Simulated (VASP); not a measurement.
# TiAl (P-6m2) in VASP: further runs, part 2 of 2

VASP 6.6.1. Earlier steps stand in the parts before.

### 4 Single point, PBEsol

This run uses another cell than the first one, of 17.43 Å³/atom.

File INCAR:

```
ALGO = Fast
EDIFF = 1E-6
ENCUT = 520
GGA = PS
ISIF = 2
ISMEAR = 0
LASPH = T
LCHARG = F
LREAL = F
LWAVE = F
NBANDS = 14
NELM = 60
PREC = Accurate
SIGMA = 0.15
```

File KPOINTS:

```
k-points
0
Gamma
  18 18 10
```

File POSCAR:

```
TiAl
1.0
    2.8760000000      0.0000000000      0.0000000000
   -1.4380000000      2.4906890613      0.0000000000
    0.0000000000      0.0000000000      4.8655000000
Ti Al
1 1
Direct
    0.0000000000      0.0000000000      0.0000000000
    0.3333333333      0.6666666667      0.5000000000
```

Potentials or basis: VASP PAW PBE potentials, release 64 (Ti_sv, Al).

Run with:

```bash
$ cat potpaw_PBE.64/Ti_sv/POTCAR potpaw_PBE.64/Al/POTCAR > POTCAR
$ mpirun -np 1 vasp_std > vasp.out
```

OUTCAR:

```text
EDIFF = 1E-6
   ENCUT = 520
   GGA = PS
   ISIF = 2
   ISMEAR = 0
   LASPH = T
   LREAL = F
   NELM = 60
   PREC = Accurate

 ion  position               nearest neighbor table
   1  0.000  0.000  0.000-   2 2.95   2 2.95   2 2.95   2 2.95   2 2.95   2 2.95
   2  0.333  0.667  0.500-   1 2.95   1 2.95   1 2.95   1 2.95   1 2.95   1 2.95

  LATTYP: Found a hexagonal cell.
 ALAT       =     2.8760000000
 C/A-ratio  =     1.6917593880

  Lattice vectors:

 A1 = (   2.8760000000,   0.0000000000,   0.0000000000)
 A2 = (  -1.4380000000,   2.4906890613,   0.0000000000)
 A3 = (   0.0000000000,   0.0000000000,   4.8655000000)

Analysis of symmetry for initial positions (statically):
=====================================================================
 Subroutine PRICEL returns:
 Original cell was already a primitive cell.

 Routine SETGRP: Setting up the symmetry group for a
 hexagonal supercell.

 Subroutine GETGRP returns: Found 12 space group operations
 (whereof 12 operations were pure point group operations)
 out of a pool of 24 trial point group operations.

The static configuration has the point symmetry D_3h.

Analysis of symmetry for dynamics (positions and initial velocities):
=====================================================================
 Subroutine PRICEL returns:
 Original cell was already a primitive cell.

 Routine SETGRP: Setting up the symmetry group for a
 hexagonal supercell.

 Subroutine GETGRP returns: Found 12 space group operations
 (whereof 12 operations were pure point group operations)
 out of a pool of 24 trial point group operations.

The dynamic configuration has the point symmetry D_3h.

 Subroutine INISYM returns: Found 12 space group operations
 (whereof 12 operations are pure point group operations),
 and found     1 'primitive' translations

[... 116 lines left out ...]
  Fermi-wavevector in a.u.,A,eV,Ry     =   1.236023  2.335745 20.786347  1.527753
  Thomas-Fermi vector in A             =   2.370649
   LORBIT       =      0    0 simple, 1 ext, 2 COOP (PROOUT), +10 PAW based schemes
   GGA     = PS    functional components
   LHFCALC =     F    Hartree Fock is set to
   AEXX    =    0.0000 exact exchange contribution
   IVDW    =     0    specifies the selected vdW correction
   LEPSILON=     F    determine dielectric tensor
   LRPA    =     F    only Hartree local field effects (RPA)
 non-spin polarized calculation
 RMM-DIIS sequential band-by-band and
 Gauss-broadening in eV      SIGMA  =   0.15
  energy-cutoff  :      520.00
  volume of cell :       34.85
 maximum number of plane-waves:       967
 NGX is ok and might be reduce to    24
   NGX = 11   NGY = 11   NGZ = 19

 number of electron      15.0000004 magnetization

 Free energy of the ion-electron system (eV)
  ---------------------------------------------------
  ext. energy  EPLUGINS =         0.00000000
  ---------------------------------------------------
  free energy    TOTEN  =       -12.86909022 eV

  energy without entropy =      -12.84285027  energy(sigma->0) =      -12.85597025

 E-fermi :   7.3572     XC(G=0): -10.8382

 val. band max:        7.3547759601   @ k =   0.3333   0.3333   0.3000
 cond. band min:       7.3623901132   @ k =   0.1667   0.1667   0.2000
 fundamental gap:      0.0076141531
 Fermi energy:         7.3572108035

 k-point     1 :       0.0000    0.0000    0.0000
  band No.  band energies     occupation
      1     -49.0396      2.00000
      2     -25.4576      2.00000
      3     -25.0380      2.00000
      4     -25.0380      2.00000
      5      -1.4313      2.00000
      6       4.9339      2.00000
      7       5.2857      2.00000
      8       8.5924      0.00000
      9       8.5924      0.00000
     10      10.0571      0.00000
     11      10.0571      0.00000
     12      10.6204      0.00000
     13      20.2333      0.00000
     14      20.2337      0.00000
[... 377 lines left out ...]
      1     -48.9469      2.00000
      2     -25.5633      2.00000
      3     -25.3674      2.00000
      4     -25.2050      2.00000
      5       3.2738      2.00000
      6       5.5206      2.00000
      7       6.0024      2.00000
      8       6.6010      2.00000
      9       8.9230      0.00000
     10      10.2373      0.00000
     11      11.0948      0.00000
     12      11.6753      0.00000
     13      12.6588      0.00000
     14      13.5190      0.00000

 [... further k-points ...]
[... 5 lines left out ...]
  --------------------------------------------------------------------------------------
  -------------------------------------------------------------------------------------
  Total       -1.0966808     -1.0966808     -2.5324790      0.0000000      0.0000000     -0.0000000
  in kB      -50.4144415    -50.4144415   -116.4181154      0.0000000      0.0000000     -0.0000000
  external PRESSURE =     -72.4156661 kB  Pullay stress =       0.0000000 kB

 VOLUME and BASIS-vectors are now :
 -----------------------------------------------------------------------------
  energy-cutoff  :      520.00
  volume of cell :       34.85
      direct lattice vectors                 reciprocal lattice vectors
     2.876000000  0.000000000  0.000000000     0.347705146  0.200747660  0.000000000
    -1.438000000  2.490689061  0.000000000     0.000000000  0.401495319  0.000000000
     0.000000000  0.000000000  4.865500000     0.000000000  0.000000000  0.205528723

 POSITION                                       TOTAL-FORCE (eV/Angst)
 -----------------------------------------------------------------------------------
      0.00000      0.00000      0.00000        -0.000000      0.000000      0.000000
     -0.00000      1.66046      2.43275         0.000000      0.000000      0.000000
 -----------------------------------------------------------------------------------
    total drift:                                0.000000     -0.000000      0.000000

  FREE ENERGIE OF THE ION-ELECTRON SYSTEM (eV)
  ---------------------------------------------------
  free  energy   TOTEN  =       -12.8690902199 eV

  energy  without entropy=      -12.8428502728  energy(sigma->0) =      -12.85597025
```

Wall time 5.1 min (1 thread of Intel Xeon 8259CL, shared host); peak memory 0.24 GiB.

Results:

- Free energy: -12.8691 eV
- Pressure: -7.2 GPa
- Band gap on the k mesh: zero (an odd number of electrons rules out a gap without spin polarisation)

Stress tensor (GPa, compression positive):
```
 -5.04   0.00   0.00
  0.00  -5.04   0.00
  0.00   0.00 -11.64
```

Caveat: the cell stands under tension; the PAW data sets were made with another functional, which shifts forces and pressure a little.

### 5 The runs side by side

```csv
cell,gap on the mesh (eV),pressure (GPa)
"a = 2.905, b = 2.905, c = 4.742 Å, angles 90.0, 90.0, 120.0°, 2 atoms",none,-6.5
"a = 2.895, b = 2.895, c = 4.804 Å, angles 90.0, 90.0, 120.0°, 2 atoms",none,-7.2
"a = 2.876, b = 2.876, c = 4.865 Å, angles 90.0, 90.0, 120.0°, 2 atoms",none,-7.2
```

Alike in all rows: task single point; level PBEsol; potentials or basis VASP PAW PBE potentials, release 64 (Ti_sv, Al); no spin polarisation; k mesh 18 × 18 × 10; cutoff (eV) 520; smearing gaussian 0.15 eV.

Caveats: the cell stands under tension; the PAW data sets were made with another functional, which shifts forces and pressure a little.

Absolute energies hang on the potentials; compare differences alone.
